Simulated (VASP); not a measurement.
A run of VASP 6.6.1 is set up as follows.

INCAR

```
  PREC = Accurate
  ENCUT = 500
  EDIFF = 1E-6
  ISMEAR = 1
  SIGMA = 0.1
  LREAL = False
  LASPH = True
  NELM = 120
  ALGO = Normal
  ISIF = 2
  LWAVE = False
  LCHARG = False
  GGA = PS
  NBANDS = 8
  GGA_COMPAT = False
```

KPOINTS

```
regular mesh
0
Gamma
  9 9 9
```

File POSCAR:

```
Sb
1.0
   -1.7643457351      1.7643457351      1.7643457351
    1.7643457351     -1.7643457351      1.7643457351
    1.7643457351      1.7643457351     -1.7643457351
Sb
1
Direct
    0.0000000000      0.0000000000      0.0000000000
```

Potentials or basis: VASP PAW PBE potentials, release 64 (Sb).

The run is started by

```console
$ cat potpaw_PBE.64/Sb/POTCAR > POTCAR
$ mpirun -np 1 vasp_std > vasp.out
```

(1) Estimate the pressure.

## Answers

(1) 17.8 GPa.

Caveat: the PAW data sets were made with another functional, which shifts forces and pressure a little.
